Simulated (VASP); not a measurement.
The system is BeTe.

```
Be Te
1.0
     4.38421    0.00000    0.00000
     0.00000    4.38421    0.00000
     0.00000    0.00000    4.33975
Be Te
2 2
Direct
  0.00000 0.00000 0.50000
  0.50000 0.50000 0.50000
  0.50000 0.00000 0.89714
  0.00000 0.50000 0.10286
```

The cell was built from a structure type or drawn by symmetry, and may not be a known phase.

```yaml
Program: VASP 6.6.1
Task: relaxation of cell and atoms
Functional: PBE
Potentials_or_basis: VASP PAW PBE potentials, release 64 (Be, Te)
Cutoff: 600 eV
k_mesh: 4 × 4 × 4
Occupations: gaussian, width 0.1 eV
Spin: no spin polarisation
```

At the start: pressure -2.5 GPa; volume 20.85 Å³/atom.

Question: How do energy, volume and symmetry change on relaxing?

Answer: Over 27 steps the energy falls by 707.9 meV/atom and the volume is 26.67 Å³/atom (+27.9 %); space group P4/nmm (No. 129, to 0.1 Å) before and after.

Step by step:
| step | energy change (eV) | largest force (eV/Å) | pressure (GPa) | volume (Å³) |
| --- | --- | --- | --- | --- |
| 1 | 0.0000 | 3.4221 | -2.53 | 83.42 |
| 2 | -0.9956 | 2.2643 | 0.32 | 79.46 |
| 3 | -1.2987 | 0.4173 | 6.23 | 75.16 |
| 4 | -1.3114 | 0.7038 | 5.10 | 75.79 |
| 5 | -1.6637 | 0.1632 | 1.24 | 82.40 |
| 6 | -1.8042 | 0.1233 | -0.82 | 88.84 |
| 7 | -1.7478 | 0.5124 | -2.47 | 102.39 |
| 8 | -1.8111 | 0.4015 | -1.88 | 95.77 |
| 9 | -2.1459 | 0.9168 | 1.04 | 94.46 |
| 10 | -1.8456 | 3.2484 | 16.47 | 85.55 |
| 11 | -2.2833 | 2.1571 | 7.87 | 90.56 |
| 12 | -2.3862 | 2.0064 | 7.38 | 91.51 |
| 13 | -2.6165 | 1.4054 | 6.02 | 94.01 |
| 14 | -2.5691 | 0.2424 | 4.09 | 97.54 |
| 15 | -2.6919 | 0.6951 | 4.99 | 95.87 |
| 16 | -2.6891 | 0.5615 | 4.83 | 96.15 |
| 17 | -2.7435 | 0.4503 | 3.72 | 97.56 |
| 18 | -2.8212 | 0.1429 | 0.84 | 101.78 |
| 19 | -2.8229 | 0.0946 | 0.41 | 102.49 |
| 20 | -2.8229 | 0.0858 | 0.33 | 102.62 |
| 21 | -2.8240 | 0.0491 | 0.26 | 102.72 |
| 22 | -2.8254 | 0.0617 | 0.05 | 103.05 |
| 23 | -2.8256 | 0.0608 | 0.05 | 103.13 |
| 24 | -2.8262 | 0.0585 | 0.06 | 103.37 |
| 25 | -2.8272 | 0.0531 | 0.05 | 103.84 |
| 26 | -2.8290 | 0.0412 | 0.08 | 104.79 |
| 27 | -2.8314 | 0.0135 | 0.14 | 106.67 |

Final structure:
```xyz
4
Lattice="3.9310 0.0000 0.0000 0.0000 3.9310 0.0000 0.0000 0.0000 6.9031" Properties=species:S:1:pos:R:3 pbc="T T T"
Be    0.0000    0.0000    3.4515
Be    1.9655    1.9655    3.4515
Te    1.9655    0.0000    4.9768
Te    0.0000    1.9655    1.9263
```

Caveat: the volume moved by over 15 % at a fixed basis, so the end points are rough; this functional lacks dispersion, which binds the layers, so the pressure and a relaxed spacing across them are unreliable.
